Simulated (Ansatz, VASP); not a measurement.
# Two plane-wave programs on C

Contents of INCAR:

```
PREC = Accurate
ENCUT = 520
EDIFF = 1E-7
ISMEAR = 0
SIGMA = 0.05
LREAL = False
LASPH = True
NELM = 100
ALGO = Normal
ISIF = 2
LWAVE = False
LCHARG = False
GGA = CA
NBANDS = 26
```

KPOINTS

```
regular mesh
0
Gamma
  12 12 4
```

File POSCAR:

```
C
1.0
    2.5186290723      0.0000000000      0.0000000000
   -1.2593145361      2.1811967593      0.0000000000
    0.0000000000      0.0000000000      8.0228736867
C
8
Direct
    0.0000000000      0.0000000000      0.0958582779
    0.0000000000      0.0000000000      0.5958582779
    0.0000000000      0.0000000000      0.4041417221
    0.0000000000      0.0000000000      0.9041417221
    0.3333333333      0.6666666667      0.1532727096
    0.6666666667      0.3333333333      0.6532727096
    0.3333333333      0.6666666667      0.3467272904
    0.6666666667      0.3333333333      0.8467272904
```

Input for Ansatz:

```yaml
crystal:
  lattice:
    - [2.5186290723, 0.0, 0.0]
    - [-1.2593145361, 2.1811967593, 0.0]
    - [0.0, 0.0, 8.0228736867]
  atoms:
    - { symbol: C, position: [0.0, 0.0, 0.0958582779] }
    - { symbol: C, position: [0.0, 0.0, 0.5958582779] }
    - { symbol: C, position: [0.0, 0.0, 0.4041417221] }
    - { symbol: C, position: [0.0, 0.0, 0.9041417221] }
    - { symbol: C, position: [0.3333333333, 0.6666666667, 0.1532727096] }
    - { symbol: C, position: [0.6666666667, 0.3333333333, 0.6532727096] }
    - { symbol: C, position: [0.3333333333, 0.6666666667, 0.3467272904] }
    - { symbol: C, position: [0.6666666667, 0.3333333333, 0.8467272904] }
basis:
  ecutwfc: 520.0
kpoints:
  mp_grid: { grid: [12, 12, 4] }
hamiltonian:
  xc: lda
  pseudopotentials: { kind: paw, azcp: { folder: soft_1 } }
scf:
  occupations: { method: gaussian, width: 0.05 }
output:
  forces: true
  stress: true
  eigenvalues: true
```

Change from the starting cell: mode 21 frozen in at +0.024 Å, strain +e along z and -e/2 along x and y -0.0233.

Alike in both runs: task single point; functional LDA; k mesh 12 × 12 × 4; occupations gaussian, width 0.05 eV; no spin polarisation.

|  | VASP | Ansatz |
| --- | --- | --- |
| version | VASP 6.6.1 | Ansatz 0.2.0 |
| potentials or method | VASP PAW LDA potentials, release 64 (C), cutoff 520 eV | scalar-relativistic, plane waves, PAW |
| valence electrons in the cell | 32 | 32 |

|  | VASP | Ansatz | Ansatz less VASP |
| --- | --- | --- | --- |
| gap on the k mesh at the Fermi level (eV) | 3.59 | 3.61 | +0.014 |
| least direct gap on the mesh (eV) | 4.74 | 4.75 | +0.005 |
| pressure (GPa) | 2.5 | 0.8 | -1.70 |
| traceless stress, the component that is largest in VASP (GPa) | 27.31 | 27.38 | +0.068 |
| rms of the force components (eV/Å) | 0.838 | 0.839 | +0.0009 |

Ansatz warns that its potentials were made for another functional, while VASP's fit it. LDA's correlation is that of Perdew and Zunger in VASP and of Perdew and Wang (1992) in Ansatz. Atom by atom the forces differ by 0.001 eV/Å (rms over components).
